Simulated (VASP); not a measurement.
## Fe: single point with PBEsol+D3(BJ)

The system is Fe.

```xyz
1
Lattice="-1.3817 1.3817 1.3817 1.3817 -1.3817 1.3817 1.3817 1.3817 -1.3817" Properties=species:S:1:pos:R:3 pbc="T T T"
Fe    0.0000    0.0000    0.0000
```

* Program: VASP 6.6.1
* Task: single point
* Functional: PBEsol
* Dispersion: D3(BJ)
* Potentials or basis: VASP PAW PBE potentials, release 64 (Fe)
* Cutoff: 520 eV
* k mesh: 13 × 13 × 13
* Occupations: fermi-dirac, width 0.05 eV
* Spin: collinear spin, ferromagnetic start
* Starting moments: [3.0] μB

```yaml
Pressure: -0.1 GPa
Band_gap_on_the_k_mesh: zero (filled and empty bands overlap)
Net_moment: 2.03 μB per cell
Site_moments: Fe +2.01 μB
Valence_electrons_inside_the_program's_atomic_spheres: Fe 7.44
Dispersion_energy_per_atom: -0.357 eV
```

Levels at points of the mesh, in eV from the Fermi level:
Spin up:
| k point | band 1 | band 2 | band 3 | band 4 | band 5 | band 6 | band 7 | band 8 | band 9 | band 10 |
| --- | --- | --- | --- | --- | --- | --- | --- | --- | --- | --- |
| (0.00, 0.00, 0.00) | -9.04 | -2.51 | -2.51 | -2.51 | -1.10 | -1.10 | 25.58 | 25.58 | 25.58 | 31.18 |
Spin down:
```
           k point  band 1  band 2  band 3  band 4  band 5  band 6  band 7  band 8
(0.00, 0.00, 0.00)   -8.77   -0.75   -0.75   -0.75    1.42    1.42   25.51   25.51
```

Run time: 51 s on 1 thread of Intel Xeon 6975P-C (shared host), peak memory 0.15 GiB.

Caveat: the PAW data sets were made with another functional, which shifts forces and pressure a little; pairwise dispersion overbinds metals, which lowers pressure and volume.
